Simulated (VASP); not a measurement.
The system is Cr.

```
Cr
1.0
     2.71400    0.00000    0.00000
    -1.35700    2.35039    0.00000
     0.00000    0.00000    4.41000
Cr
2
Direct
  0.66667 0.33333 0.75000
  0.33333 0.66667 0.25000
```

This isn't the form of Cr at room conditions, which is bcc.

Base run:

| Quantity | Value |
| --- | --- |
| Program | VASP 6.6.1 |
| Functional | PBE |
| Potentials or basis | VASP PAW PBE potentials, release 64 (Cr_pv) |
| Cutoff | 520 eV |
| k mesh | 11 × 11 × 6 |
| Occupations | gaussian, width 0.025 eV |
| Spin | collinear spin, ferromagnetic start |
| Starting moments | [3.0, 3.0] μB |

Its results: pressure -25.8 GPa; net moment 1.99 μB per cell; site moments Cr +0.91 μB.

Q: The run is repeated on the same cell with these changes: occupations from gaussian, width 0.025 eV to fermi-dirac, width 0.01 eV. What comes out?

A: Pressure -25.7 GPa; net moment 1.75 μB per cell; site moments Cr +0.81 μB.

Caveats: the cell stands under tension; an empty level that is flat over the whole mesh can mark a ghost state of the potentials, or a narrow d or f band.
